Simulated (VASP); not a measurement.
A run of VASP 6.6.1 is set up as follows.

POSCAR

```
Te2Pb
1.0
    5.3344735669      0.0000000000      0.0000000000
    0.0000000000      6.4414738466      0.0000000000
    0.0000000000      0.0000000000      4.0382463231
Te Pb
4 2
Direct
    0.2196273562      0.3671153742      0.0000000000
    0.7803726438      0.6328846258      0.0000000000
    0.7196273562      0.1328846258      0.5000000000
    0.2803726438      0.8671153742      0.5000000000
    0.0000000000      0.0000000000      0.0000000000
    0.5000000000      0.5000000000      0.5000000000
```

The input INCAR.step1:

```
  PREC = Accurate
  ENCUT = 520
  ISMEAR = 0
  SIGMA = 0.1
  LREAL = F
  LASPH = T
  NELM = 100
  NBANDS = 35
  GGA = PE
  ALGO = Normal
  EDIFF = 1E-4
  LWAVE = T
  LCHARG = F
```

File INCAR.step2:

```
  PREC = Accurate
  ENCUT = 520
  EDIFF = 1E-7
  ISMEAR = 0
  SIGMA = 0.1
  LREAL = F
  LASPH = T
  NELM = 100
  ALGO = Normal
  ISIF = 2
  LWAVE = F
  LCHARG = F
  METAGGA = R2SCAN
  LMIXTAU = T
  NBANDS = 35
  ISTART = 1
```

Contents of KPOINTS:

```
Automatic mesh
0
Gamma
  4 4 4
```

Potentials or basis: VASP PAW PBE potentials, release 64 (Te, Pb_d).

The run is started by

```bash
$ cat potpaw_PBE.64/Te/POTCAR potpaw_PBE.64/Pb_d/POTCAR > POTCAR
$ cp INCAR.step1 INCAR
$ mpirun -np 1 vasp_std > vasp.out
$ cp INCAR.step2 INCAR
$ mpirun -np 1 vasp_std > vasp.out
```

Problem. Predict the largest force.

Solution. 1.512 eV/Å.

Problem. Estimate the band gap on the k mesh.

Solution. Zero (bands 26 and 27 overlap by 1.29 eV).

Problem. Predict the pressure.

Solution. 54.6 GPa.

Stress tensor (GPa, compression positive):
```
51.47  0.00  0.00
 0.00 55.73  0.00
 0.00  0.00 56.55
```

Caveat: the k points lie up to 0.39 Å⁻¹ apart, too coarse for converged energies and pressures of a metal; the PAW data sets were made with another functional, which shifts forces and pressure a little; spin-orbit coupling is left out, which moves the levels of the heavy elements.
